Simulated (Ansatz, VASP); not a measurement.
## Two plane-wave programs on Au

```
CELL_PARAMETERS angstrom
2.43554 1.40616 1.76373
-2.43554 1.40616 1.76373
0.00000 -2.81232 1.76373
ATOMIC_POSITIONS crystal
Au 0.30922 0.30922 0.30922
Au 0.69078 0.69078 0.69078
```

Alike in both runs: task single point; functional PBE; k mesh 6 × 6 × 6; occupations gaussian, width 0.1 eV; no spin polarisation.

|  | VASP | Ansatz |
| --- | --- | --- |
| version | VASP 6.6.1 | Ansatz 0.2.0 |
| potentials or method | VASP PAW PBE potentials, release 64 (Au_sv_GW), cutoff 540 eV | scalar-relativistic, plane waves, PAW |
| valence electrons in the cell | 38 | 38 |

```tsv
	VASP	Ansatz	Ansatz less VASP
gap on the k mesh at the Fermi level (eV)	none	none	-
rms of the force components (eV/Å)	13.353	13.090	-0.2626
```

Atom by atom the forces differ by 0.263 eV/Å (rms over components). A gap of «none» marks a metal or a gap that the smearing closes.

Neither program's run includes spin-orbit coupling.
